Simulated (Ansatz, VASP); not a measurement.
TiH2 in VASP and in Ansatz

```xyz
3
Lattice="-1.5865 1.5865 2.1224 1.5865 -1.5865 2.1224 1.5865 1.5865 -2.1224" Properties=species:S:1:pos:R:3 pbc="T T T"
Ti    0.0000    0.0000    0.0000
H     0.0000    1.5865    1.0612
H     1.5865    0.0000    1.0612
```

Alike in both runs: functional r2SCAN; k mesh 10 × 10 × 10; occupations fermi-dirac, width 0.1 eV; no spin polarisation.

Ansatz relaxed the structure, and its values are those at the end. VASP's run is a single point on that final structure, the one shown.

|  | VASP | Ansatz |
| --- | --- | --- |
| version | VASP 6.6.1 | Ansatz 0.2.0 |
| potentials or method | VASP PAW PBE potentials, release 64 (Ti_sv, H), cutoff 520 eV | PAW plane waves |
| valence electrons in the cell | 14 | 14 |

```tsv
	VASP	Ansatz	Ansatz less VASP
gap on the k mesh at the Fermi level (eV)	none	none	-
pressure (GPa)	0.4	0.0	-0.40
```

VASP's potentials were made for PBE, not for r2SCAN. A gap of «none» marks a metal or a gap that the smearing closes. With one functional, cell and mesh, what is left measures potentials, basis and numerics.
